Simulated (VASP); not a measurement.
Wanted: the native input for a VASP 6.6.1 run.

```yaml
Task: single point
Functional: r2SCAN
Potentials_or_basis: VASP PAW PBE potentials, release 64 (Nb_sv, Si)
Cutoff: 520 eV
k_mesh: 8 × 8 × 8
Occupations: fermi-dirac, width 0.05 eV
Spin: no spin polarisation
Hubbard_terms: Nb d U = 1.0 eV
Dipole_correction: no
Further_INCAR_settings: ALGO = Normal; EDIFF = 1e-07; NBANDS = 16
```

NbSi:

```xyz
2
Lattice="3.1471 0.0000 0.0000 0.0000 3.1471 0.0000 0.0000 0.0000 3.1471" Properties=species:S:1:pos:R:3 pbc="T T T"
Nb    0.0000    0.0000    0.0000
Si    1.5735    1.5735    1.5735
```

These files were run (other wordings do the same):

POSCAR

```
NbSi
1.0
    3.1470580799      0.0000000000      0.0000000000
    0.0000000000      3.1470580799      0.0000000000
    0.0000000000      0.0000000000      3.1470580799
Nb Si
1 1
Direct
    0.0000000000      0.0000000000      0.0000000000
    0.5000000000      0.5000000000      0.5000000000
```

INCAR.step1

```
SYSTEM = NbSi
PREC = Accurate
ENCUT = 520
ISMEAR = -1
SIGMA = 0.05
LREAL = .FALSE.
LASPH = .TRUE.
NELM = 150
LMAXMIX = 4
LDAU = .TRUE.
LDAUTYPE = 2
LDAUL = 2 -1
LDAUU = 1 0
LDAUJ = 0 0
NBANDS = 16
GGA = PE
ALGO = Normal
EDIFF = 1E-4
LWAVE = .TRUE.
LCHARG = .FALSE.
```

INCAR.step2

```
SYSTEM = NbSi
PREC = Accurate
ENCUT = 520
EDIFF = 1E-7
ISMEAR = -1
SIGMA = 0.05
LREAL = .FALSE.
LASPH = .TRUE.
NELM = 150
ALGO = Normal
ISIF = 2
LWAVE = .FALSE.
LCHARG = .TRUE.
LMAXMIX = 4
LDAU = .TRUE.
LDAUTYPE = 2
LDAUL = 2 -1
LDAUU = 1 0
LDAUJ = 0 0
LDAUPRINT = 1
METAGGA = R2SCAN
LMIXTAU = .TRUE.
LELF = .TRUE.
LVHAR = .TRUE.
NBANDS = 16
ISTART = 1
```

KPOINTS

```
Automatic mesh
0
G
  8 8 8
  0 0 0
```

Potentials or basis: VASP PAW PBE potentials, release 64 (Nb_sv, Si).

Run with:

```console
$ cat potpaw_PBE.64/Nb_sv/POTCAR potpaw_PBE.64/Si/POTCAR > POTCAR
$ cp INCAR.step1 INCAR
$ mpirun -np 1 vasp_std > vasp.out
$ cp INCAR.step2 INCAR
$ mpirun -np 1 vasp_std > vasp.out
```

It gave:

The pressure is 0.9 GPa.

Caveat: the PAW data sets were made with another functional, which shifts forces and pressure a little; U without spin polarisation on a metal has little footing; the U is typed as a test and isn't derived for this compound.

It took 98 s on 1 thread of AMD EPYC 7R13, with other jobs on the host, peak memory 0.12 GiB.
